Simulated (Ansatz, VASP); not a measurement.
# One calculation of Be24NO, two programs

Contents of INCAR:

```
SYSTEM = Be24NO
  PREC = Accurate
  ENCUT = 520
  EDIFF = 1E-6
  ISMEAR = 0
  SIGMA = 0.1
  LREAL = .FALSE.
  LASPH = .TRUE.
  NELM = 200
  ALGO = Normal
  ISIF = 2
  LWAVE = .FALSE.
  LCHARG = .FALSE.
  ISPIN = 2
  MAGMOM = 0 0 0 0 0 0 0 0 0 0 0 0 0 0 0 0 0 0 0 0 0 0 0 0 1 0
  LORBIT = 11
  LDIPOL = .TRUE.
  IDIPOL = 3
  DIPOL = 0.5 0.5 0.293
  GGA = PE
  NBANDS = 52
  GGA_COMPAT = .FALSE.
  NELMDL = -8
  KPAR = 4
```

Contents of KPOINTS:

```
Automatic mesh
0
G
  6 4 1
  0 0 0
```

File POSCAR:

```
Be24NO
1.0
    4.5254381411      0.0000000000      0.0000000000
    0.0000000000      7.1336190820      0.0000000000
    0.0000000000      0.0000000000     22.3685529248
Be N O
24 1 1
Direct
    0.0000000000      0.3750000000      0.1788224752
    0.0000000000      0.8750000000      0.1788224752
    0.5000000000      0.3750000000      0.1788224752
    0.5000000000      0.8750000000      0.1788224752
    0.2500000000      0.1250000000      0.2080237711
    0.2500000000      0.6250000000      0.2080237711
    0.7500000000      0.1250000000      0.2080237711
    0.7500000000      0.6250000000      0.2080237711
    0.2500000000      0.3750000000      0.2664263628
    0.2500000000      0.8750000000      0.2664263628
    0.7500000000      0.3750000000      0.2664263628
    0.7500000000      0.8750000000      0.2664263628
    0.0000000000      0.1250000000      0.2903069137
    0.0000000000      0.6250000000      0.2903069137
    0.5000000000      0.1250000000      0.2903069137
    0.5000000000      0.6250000000      0.2903069137
    0.0000000000      0.3750000000      0.3546814205
    0.0000000000      0.8750000000      0.3546814205
    0.5000000000      0.3750000000      0.3546814205
    0.5000000000      0.8750000000      0.3546814205
    0.2500000000      0.1250000000      0.3741213369
    0.2500000000      0.6250000000      0.3741213369
    0.7500000000      0.1250000000      0.3741213369
    0.7500000000      0.6250000000      0.3741213369
    0.7500000000      0.4583333333      0.4331327537
    0.7861514845      0.4944848178      0.4840878816
```

Input for Ansatz:

```yaml
crystal:
  lattice:
    - [4.5254381411, 0.0, 0.0]
    - [0.0, 7.133619082, 0.0]
    - [0.0, 0.0, 22.3685529248]
  atoms:
    - { symbol: Be, position: [0.0, 0.375, 0.1788224752] }
    - { symbol: Be, position: [0.0, 0.875, 0.1788224752] }
    - { symbol: Be, position: [0.5, 0.375, 0.1788224752] }
    - { symbol: Be, position: [0.5, 0.875, 0.1788224752] }
    - { symbol: Be, position: [0.25, 0.125, 0.2080237711] }
    - { symbol: Be, position: [0.25, 0.625, 0.2080237711] }
    - { symbol: Be, position: [0.75, 0.125, 0.2080237711] }
    - { symbol: Be, position: [0.75, 0.625, 0.2080237711] }
    - { symbol: Be, position: [0.25, 0.375, 0.2664263628] }
    - { symbol: Be, position: [0.25, 0.875, 0.2664263628] }
    - { symbol: Be, position: [0.75, 0.375, 0.2664263628] }
    - { symbol: Be, position: [0.75, 0.875, 0.2664263628] }
    - { symbol: Be, position: [0.0, 0.125, 0.2903069137] }
    - { symbol: Be, position: [0.0, 0.625, 0.2903069137] }
    - { symbol: Be, position: [0.5, 0.125, 0.2903069137] }
    - { symbol: Be, position: [0.5, 0.625, 0.2903069137] }
    - { symbol: Be, position: [0.0, 0.375, 0.3546814205] }
    - { symbol: Be, position: [0.0, 0.875, 0.3546814205] }
    - { symbol: Be, position: [0.5, 0.375, 0.3546814205] }
    - { symbol: Be, position: [0.5, 0.875, 0.3546814205] }
    - { symbol: Be, position: [0.25, 0.125, 0.3741213369] }
    - { symbol: Be, position: [0.25, 0.625, 0.3741213369] }
    - { symbol: Be, position: [0.75, 0.125, 0.3741213369] }
    - { symbol: Be, position: [0.75, 0.625, 0.3741213369] }
    - { symbol: "N", position: [0.75, 0.4583333333, 0.4331327537], spin: 1.0 }
    - { symbol: O, position: [0.7861514845, 0.4944848178, 0.4840878816] }
basis:
  ecutwfc: 420
kpoints:
  mp_grid: { grid: [6, 4, 1] }
hamiltonian:
  xc: pbe
scf:
  occupations: { method: gaussian, width: 0.1 }
output:
  forces: true
  eigenvalues: true
  populations: true
magnetization:
  spin_polarized: true
efield:
  axis: 3
  dipole_correction: true
  ramp_width: 0.04
```

Alike in both runs: task single point; functional PBE; k mesh 6 × 4 × 1; occupations gaussian, width 0.1 eV; collinear spin.

|  | VASP | Ansatz |
| --- | --- | --- |
| version | VASP 6.6.1 | Ansatz 0.2.0 |
| potentials or method | VASP PAW PBE potentials, release 64 (Be, N, O), cutoff 520 eV | scalar-relativistic, plane waves, PAW |
| valence electrons in the cell | 59 | 59 |

```csv
,VASP,Ansatz,Ansatz less VASP
gap on the k mesh at the Fermi level (eV),none,none,-
rms of the force components (eV/Å),0.595,0.458,-0.1371
net moment per atom (μB),0.00,0.00,0.000
```

Atom by atom the forces differ by 0.173 eV/Å (rms over components). A gap of «none» marks a metal or a gap that the smearing closes. The functional is the same, so the differences come from potentials, cutoffs and numerics. Ansatz's warnings: seeded moment not kept.

Noted on VASP's run: the standard files for N, O and F lose accuracy on very short bonds.
